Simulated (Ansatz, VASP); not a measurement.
This is a calculation of W for Ansatz 0.2.0.

The input input.yaml:

```yaml
crystal:
  lattice:
    - [2.7716889397, 0.0, 0.0]
    - [0.0, 4.7981339688, 0.0]
    - [0.0, 0.0, 4.8571504237]
  atoms:
    - { symbol: W, position: [0.793172, 0.936843, 0.75] }
    - { symbol: W, position: [0.206828, 0.436843, 0.75] }
    - { symbol: W, position: [0.206828, 0.063157, 0.25] }
    - { symbol: W, position: [0.793172, 0.563157, 0.25] }
hamiltonian:
  xc: pbe
  pseudopotentials: { kind: paw }
kpoints:
  mp_grid: { grid: [9, 6, 6] }
scf:
  occupations: { method: fermi_dirac, width: 0.05 }
output:
  forces: true
  stress: true
  eigenvalues: true
```

Potentials or basis: Ansatz PAW.

Command:

```bash
$ ansatz run input.yaml --threads 2 --pin off --max-ram 5120MiB --backend cpu --events-out ev --progress --plain --runs-dir out
```

Question: Set up the same calculation for VASP 6.6.1. Potentials there: VASP PAW PBE potentials, release 64 (W_sv).

Answer: As run (the cutoff follows the program's own potentials):

File INCAR:

```
SYSTEM = W
  PREC = Accurate
  ENCUT = 520
  EDIFF = 1E-6
  ISMEAR = -1
  SIGMA = 0.05
  LREAL = .FALSE.
  LASPH = .TRUE.
  NELM = 100
  ALGO = Fast
  ISIF = 2
  LWAVE = .FALSE.
  LCHARG = .FALSE.
  GGA = PE
  NBANDS = 36
```

KPOINTS

```
regular mesh
0
G
  9 6 6
  0 0 0
```

File POSCAR:

```
W
1.0
    2.7716889397      0.0000000000      0.0000000000
    0.0000000000      4.7981339688      0.0000000000
    0.0000000000      0.0000000000      4.8571504237
W
4
Direct
    0.7931720000      0.9368430000      0.7500000000
    0.2068280000      0.4368430000      0.7500000000
    0.2068280000      0.0631570000      0.2500000000
    0.7931720000      0.5631570000      0.2500000000
```

Potentials or basis: VASP PAW PBE potentials, release 64 (W_sv).

Run with:

```console
$ cat potpaw_PBE.64/W_sv/POTCAR > POTCAR
$ mpirun -np 1 vasp_std > vasp.out
```

Both were run:

|  | VASP | Ansatz | Ansatz less VASP |
| --- | --- | --- | --- |
| gap on the k mesh at the Fermi level (eV) | none | none | - |
| pressure (GPa) | 9.8 | 9.2 | -0.59 |
| traceless stress, the component that is largest in VASP (GPa) | -1.62 | -1.54 | +0.080 |
| rms of the force components (eV/Å) | 0.143 | 0.138 | -0.0053 |

Atom by atom the forces differ by 0.006 eV/Å (rms over components). A gap of «none» marks a metal or a gap that the smearing closes. With one functional, cell and mesh, what is left measures potentials, basis and numerics.

Spin-orbit coupling is off throughout.
